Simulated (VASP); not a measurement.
# Zn in VASP: single point with PBE

Aim: the single point of Zn with PBE.

All numbers are computed with VASP 6.6.1; they aren't measurements. Logs are shortened: lines on timing, memory, paths and dates and some standing lists are left out, and cuts for length are marked.

## (1) The cell of the first run

The cell holds a slab with vacuum, 5 atoms: a = 2.779 Å, b = 2.779 Å, c = 24.075 Å, α = 90.00°, β = 90.00°, γ = 120.00°.

## (2) Single point, PBE

Contents of INCAR:

```
PREC = Accurate ; ENCUT = 520
EDIFF = 1E-6 ; ISMEAR = -1
SIGMA = 0.05 ; LREAL = False
LASPH = True ; NELM = 100
ALGO = Normal ; ISIF = 2
LWAVE = False ; LCHARG = False
LDIPOL = True ; IDIPOL = 3
DIPOL = 0.5 0.5 0.500 ; GGA = PE
NBANDS = 38
```

Contents of KPOINTS:

```
Automatic mesh
0
Gamma
  11 11 1
```

Contents of POSCAR:

```
Zn
1.0
    2.7786128662      0.0000000000      0.0000000000
   -1.3893064331      2.4063493294      0.0000000000
    0.0000000000      0.0000000000     24.0749116200
Zn
5
Direct
    0.6666666667      0.3333333333      0.3115276234
    0.3333333333      0.6666666667      0.4057638117
    0.0000000000      0.0000000000      0.5000000000
    0.6666666667      0.3333333333      0.5942361883
    0.3333333333      0.6666666667      0.6884723766
```

Potentials or basis: VASP PAW PBE potentials, release 64 (Zn).

Launch:

```
cat potpaw_PBE.64/Zn/POTCAR > POTCAR
mpirun -np 1 vasp_std > vasp.out
```

OUTCAR:

```text
PREC = Accurate
   ENCUT = 520
   EDIFF = 1E-6
   ISMEAR = -1
   LREAL = False
   LASPH = True
   NELM = 100
   ISIF = 2
   GGA = PE

 ion  position               nearest neighbor table
   1  0.667  0.333  0.312-   2 2.78   2 2.78   2 2.78
   2  0.333  0.667  0.406-   1 2.78   1 2.78   3 2.78   3 2.78   3 2.78   1 2.78
   3  0.000  0.000  0.500-   2 2.78   4 2.78   2 2.78   4 2.78   4 2.78   2 2.78
   4  0.667  0.333  0.594-   5 2.78   5 2.78   3 2.78   3 2.78   3 2.78   5 2.78
   5  0.333  0.667  0.688-   4 2.78   4 2.78   4 2.78

  LATTYP: Found a hexagonal cell.
 ALAT       =     2.7786128662
 C/A-ratio  =     8.6643633998

  Lattice vectors:

 A1 = (   2.7786128662,   0.0000000000,   0.0000000000)
 A2 = (  -1.3893064331,   2.4063493294,   0.0000000000)
 A3 = (   0.0000000000,   0.0000000000,  24.0749116200)

Analysis of symmetry for initial positions (statically):
=====================================================================
 Subroutine PRICEL returns:
 Original cell was already a primitive cell.

 Routine SETGRP: Setting up the symmetry group for a
 hexagonal supercell.

 Subroutine GETGRP returns: Found 12 space group operations
 (whereof 12 operations were pure point group operations)
 out of a pool of 24 trial point group operations.

The static configuration has the point symmetry D_3d.

Analysis of symmetry for dynamics (positions and initial velocities):
=====================================================================
 Subroutine PRICEL returns:
 Original cell was already a primitive cell.

 Routine SETGRP: Setting up the symmetry group for a
 hexagonal supercell.

 Subroutine GETGRP returns: Found 12 space group operations
 (whereof 12 operations were pure point group operations)
 out of a pool of 24 trial point group operations.

The dynamic configuration has the point symmetry D_3d.

 Subroutine INISYM returns: Found 12 space group operations
 (whereof 12 operations are pure point group operations),
 and found     1 'primitive' translations

----------------------------------------------------------------------------------------

                                     Primitive cell

  volume of cell :     160.9724

  direct lattice vectors                    reciprocal lattice vectors
     2.778612866  0.000000000  0.000000000     0.359891805  0.207783631  0.000000000
    -1.389306433  2.406349329  0.000000000     0.000000000  0.415567261  0.000000000
     0.000000000  0.000000000 24.074911620     0.000000000  0.000000000  0.041537016

  length of vectors
     2.778612866  2.778612866 24.074911620     0.415567261  0.415567261  0.041537016

  position of ions in fractional coordinates (direct lattice)
     0.666666667  0.333333333  0.311527623
     0.333333333  0.666666667  0.405763812
     0.000000000  0.000000000  0.500000000
     0.666666667  0.333333333  0.594236188
     0.333333333  0.666666667  0.688472377

  ion indices of the primitive-cell ions
   primitive index   ion index
                 1           1
                 2           2
                 3           3
                 4           4
                 5           5

----------------------------------------------------------------------------------------

 KPOINTS: Automatic mesh

Automatic generation of k-mesh.
 Grid dimensions read from file:
 generate k-points for:   11   11    1

 Generating k-lattice:

  Cartesian coordinates                     Fractional coordinates (reciprocal lattice)
     0.032717437  0.018889421  0.000000000     0.090909091  0.000000000  0.000000000
     0.000000000  0.037778842  0.000000000     0.000000000  0.090909091  0.000000000
     0.000000000  0.000000000  0.041537016     0.000000000  0.000000000  1.000000000

  Length of vectors
     0.037778842  0.037778842  0.041537016

  Shift w.r.t. Gamma in fractional coordinates (k-lattice)
     0.000000000  0.000000000  0.000000000

 Subroutine IBZKPT returns following result:
 ===========================================

 Found     16 irreducible k-points:

 Following reciprocal coordinates:
            Coordinates               Weight
  0.000000  0.000000  0.000000      1.000000
  0.090909  0.000000  0.000000      6.000000
  0.181818  0.000000  0.000000      6.000000
  0.272727  0.000000  0.000000      6.000000
  0.363636  0.000000  0.000000      6.000000
  0.454545  0.000000  0.000000      6.000000
[... 8 lines left out ...]
  0.272727  0.272727  0.000000      6.000000
  0.363636  0.272727  0.000000      6.000000
   k-points           NKPTS =     16   k-points in BZ     NKDIM =     16   number of bands    NBANDS=     38
   number of dos      NEDOS =    301   number of ions     NIONS =      5
   total plane-waves  NPLWV = 103680
   dimension x,y,z NGX =    24 NGY =   24 NGZ =  180
   dimension x,y,z NGXF=    48 NGYF=   48 NGZF=  360
   ions per type =               5
   NGX,Y,Z   is equivalent  to a cutoff of  14.36, 14.36, 12.43 a.u.
   NGXF,Y,Z  is equivalent  to a cutoff of  28.72, 28.72, 24.86 a.u.
 SYSTEM =  unknown system
   PREC   = accura    normal or accurate (medium, high low for compatibility)
   ISTART =      0    job   : 0-new  1-cont  2-samecut
   ICHARG =      2    charge: 1-file 2-atom 10-const
   ISPIN  =      1    spin polarized calculation?
   LNONCOLLINEAR =      F non collinear calculations
   LSORBIT =      F    spin-orbit coupling
   LASPH  =      T    aspherical Exc in radial PAW
   ENCUT  =  520.0 eV  38.22 Ry    6.18 a.u.   5.17  5.17 44.76*2*pi/ulx,y,z
   NELM   =    100;   NELMIN=  2; NELMDL= -5     # of ELM steps
   EDIFF  = 0.1E-05   stopping-criterion for ELM
   LREAL  =      F    real-space projection
   EDIFFG = 0.1E-04   stopping-criterion for IOM
   NSW    =      0    number of steps for IOM
   IBRION =     -1    ionic relax: 0-MD 1-quasi-New 2-CG
   NFREE  =      0    steps in history (QN), initial steepest desc. (CG)
   ISIF   =      2    stress and relaxation
   ISYM   =      2    0-nonsym 1-usesym 2-fastsym
   POTIM  = 0.5000    time-step for ionic-motion
   TEBEG  =    0.0;   TEEND  =   0.0 temperature during run
   PSTRESS=    0.0 pullay stress
   NELECT =      60.0000    total number of electrons
   NUPDOWN=      -1.0000    fix difference up-down
   EMIN   =  10.00;   EMAX   =-10.00  energy-range for DOS
   EFERMI =   0.00;   METHOD = LEGACY
   ISMEAR =    -1;   SIGMA  =   0.05  broadening in eV -4-tet -1-fermi 0-gaus
   EFERMI_NEDOS =   21; number of points for ismear=-14 and -15
   IALGO  =     38    algorithm
   IMIX   =      4    mixing-type and parameters
     AMIX     =   0.40;   BMIX     =  1.00
     AMIX_MAG =   1.60;   BMIX_MAG =  1.00
  volume/ion in A,a.u.               =      32.19       217.26
  Fermi-wavevector in a.u.,A,eV,Ry     =   1.178170  2.226419 18.886050  1.388085
  Thomas-Fermi vector in A             =   2.314504
   LORBIT       =      0    0 simple, 1 ext, 2 COOP (PROOUT), +10 PAW based schemes
   GGA     = PE    functional components
   LHFCALC =     F    Hartree Fock is set to
   AEXX    =    0.0000 exact exchange contribution
   IVDW    =     0    specifies the selected vdW correction
   LEPSILON=     F    determine dielectric tensor
   LRPA    =     F    only Hartree local field effects (RPA)
 non-spin polarized calculation
  energy-cutoff  :      520.00
  volume of cell :      160.97
 maximum number of plane-waves:      4363
 NGX is ok and might be reduce to    24
   NGX = 11   NGY = 11   NGZ = 89

 dipolmoment           0.000000      0.000000      0.000000 electrons x Angstroem

 number of electron      60.0000021 magnetization

 dipolmoment           0.000000      0.000000     -0.000000 electrons x Angstroem

 Free energy of the ion-electron system (eV)
  ---------------------------------------------------
  ext. energy  EPLUGINS =         0.00000000
  ---------------------------------------------------
  free energy    TOTEN  =        -5.05112952 eV

  energy without entropy =       -5.03409345  energy(sigma->0) =       -5.04261149

 E-fermi :  -0.7626     XC(G=0):  -6.2034

 val. band max:       -0.7786506006   @ k =   0.1818   0.0909   0.0000
 cond. band min:      -0.7067731412   @ k =   0.2727   0.2727   0.0000
 fundamental gap:      0.0718774593
 Fermi energy:        -0.7626081509

 k-point     1 :       0.0000    0.0000    0.0000
  band No.  band energies     occupation
      1     -10.8543      2.00000
      2     -10.0898      2.00000
      3      -9.2671      2.00000
      4      -9.0028      2.00000
      5      -8.9558      2.00000
      6      -8.3895      2.00000
[... 30 lines left out ...]
     37       6.5837      0.00000
     38       6.8688      0.00000

 k-point     2 :       0.0909    0.0000    0.0000
  band No.  band energies     occupation
      1     -10.6358      2.00000
      2      -9.8830      2.00000
      3      -9.1274      2.00000
      4      -8.9060      2.00000
      5      -8.8646      2.00000
      6      -8.4253      2.00000
[... 30 lines left out ...]
     37       6.7972      0.00000
     38       7.0722      0.00000

 k-point     3 :       0.1818    0.0000    0.0000
  band No.  band energies     occupation
      1     -10.0149      2.00000
      2      -9.3389      2.00000
      3      -8.8748      2.00000
      4      -8.6974      2.00000
      5      -8.6557      2.00000
      6      -8.5190      2.00000
[... 30 lines left out ...]
     37       7.4234      0.00000
[... 453 lines left out ...]
 k-point    15 :       0.2727    0.2727    0.0000
  band No.  band energies     occupation
      1      -8.7815      2.00000
      2      -8.7612      2.00000
      3      -8.6743      2.00000
      4      -8.6028      2.00000
      5      -8.5375      2.00000
      6      -8.5372      2.00000
[... 30 lines left out ...]
     37       3.9415      0.00000
     38       4.3543      0.00000

 k-point    16 :       0.3636    0.2727    0.0000
  band No.  band energies     occupation
      1      -8.7750      2.00000
      2      -8.7107      2.00000
      3      -8.6604      2.00000
      4      -8.6261      2.00000
      5      -8.5665      2.00000
      6      -8.4968      2.00000
[... 30 lines left out ...]
     37       3.3157      0.00000
     38       3.7383      0.00000

------------------------ aborting loop because EDIFF is reached ----------------------------------------

 vacuum level on the upper side and lower side of the slab       (xc-potential included)        -0.259        -0.259

  FORCE on cell =-STRESS in cart. coord.  units (eV):
  Direction    XX          YY          ZZ          XY          YZ          ZX
  --------------------------------------------------------------------------------------
  -------------------------------------------------------------------------------------
  Total       -1.7688716     -1.7688716      0.3544546     -0.0000000      0.0000000      0.0000000
  in kB      -17.6057879    -17.6057879      3.5279289     -0.0000000      0.0000000      0.0000000
  external PRESSURE =     -10.5612156 kB  Pullay stress =       0.0000000 kB

 VOLUME and BASIS-vectors are now :
 -----------------------------------------------------------------------------
  energy-cutoff  :      520.00
  volume of cell :      160.97
      direct lattice vectors                 reciprocal lattice vectors
     2.778612866  0.000000000  0.000000000     0.359891805  0.207783631  0.000000000
    -1.389306433  2.406349329  0.000000000     0.000000000  0.415567261  0.000000000
     0.000000000  0.000000000 24.074911620     0.000000000  0.000000000  0.041537016

 POSITION                                       TOTAL-FORCE (eV/Angst)
 -----------------------------------------------------------------------------------
      1.38931      0.80212      7.50000         0.000000     -0.000000     -0.070033
     -0.00000      1.60423      9.76873         0.000000     -0.000000      0.059457
      0.00000      0.00000     12.03746         0.000000      0.000000      0.000000
      1.38931      0.80212     14.30618        -0.000000      0.000000     -0.059457
     -0.00000      1.60423     16.57491        -0.000000      0.000000      0.070033
 -----------------------------------------------------------------------------------
    total drift:                                0.000000      0.000000     -0.000000

  FREE ENERGIE OF THE ION-ELECTRON SYSTEM (eV)
  ---------------------------------------------------
  free  energy   TOTEN  =        -5.0511295221 eV

  energy  without entropy=       -5.0340934524  energy(sigma->0) =       -5.04261149

 vacuum level on the upper side and lower side of the slab         3.201         3.201
```

Wall time 3.1 min (1 thread of Intel Xeon 8259CL, shared host); peak memory 0.33 GiB.

Results:

```yaml
Free_energy: -5.0511 eV
Largest_force: 0.070 eV/Å
Band_gap_on_the_k_mesh: zero (bands 30 and 31 overlap by 3.30 eV)
```

Forces in eV/Å, atoms in the order of the input:
```
Zn   0.000  0.000 -0.070
Zn   0.000  0.000  0.059
Zn   0.000  0.000  0.000
Zn   0.000  0.000 -0.059
Zn   0.000  0.000  0.070
```

The gap in the log of VASP goes by the Fermi energy; the results here count the filled bands.